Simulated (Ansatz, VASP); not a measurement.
ZnAu in VASP and in Ansatz

File INCAR:

```
SYSTEM = ZnAu
  PREC = Accurate
  ENCUT = 520
  EDIFF = 1E-8
  ISMEAR = -1
  SIGMA = 0.05
  LREAL = .False.
  LASPH = .True.
  NELM = 100
  ALGO = Normal
  ISIF = 2
  LWAVE = .False.
  LCHARG = .False.
  GGA = PE
  LEFG = .True.
  NBANDS = 18
```

File KPOINTS:

```
regular mesh
0
Gamma
  12 12 12
  0 0 0
```

The input POSCAR:

```
ZnAu
1.0
    3.1470000000      0.0000000000      0.0000000000
    0.0000000000      3.1470000000      0.0000000000
    0.0000000000      0.0000000000      3.1470000000
Zn Au
1 1
Direct
    0.5000000000      0.5000000000      0.5000000000
    0.0000000000      0.0000000000      0.0000000000
```

Input for Ansatz:

```yaml
crystal:
  lattice:
    - [3.147, 0.0, 0.0]
    - [0.0, 3.147, 0.0]
    - [0.0, 0.0, 3.147]
  atoms:
    - { symbol: Zn, position: [0.5, 0.5, 0.5] }
    - { symbol: Au, position: [0.0, 0.0, 0.0] }
kpoints:
  mp_grid: { grid: [12, 12, 12] }
scf:
  occupations: { method: fermi_dirac, width: 0.05 }
hamiltonian:
  xc: pbe
  pseudopotentials: { kind: paw }
output:
  forces: true
  stress: true
  eigenvalues: true
  efg: { contact_densities: true }
basis:
  ecutwfc: 500
```

Alike in both runs: task electric field gradients; functional PBE; k mesh 12 × 12 × 12; occupations fermi-dirac, width 0.05 eV; no spin polarisation.

```csv
,VASP,Ansatz
version,VASP 6.6.1,Ansatz 0.2.0
potentials or method,"VASP PAW PBE potentials, release 64 (Zn, Au), cutoff 520 eV","PAW with Ansatz's default frozen-core files, scalar-relativistic"
valence electrons in the cell,23,31
```

|  | VASP | Ansatz | Ansatz less VASP |
| --- | --- | --- | --- |
| pressure (GPa) | 5.0 | 4.8 | -0.16 |

With one functional, cell and mesh, what is left measures potentials, basis and numerics. VASP's potentials hold 23 valence electrons a cell and Ansatz's 31, so a difference there can come from the potentials and not from the codes.

Neither program's run includes spin-orbit coupling.
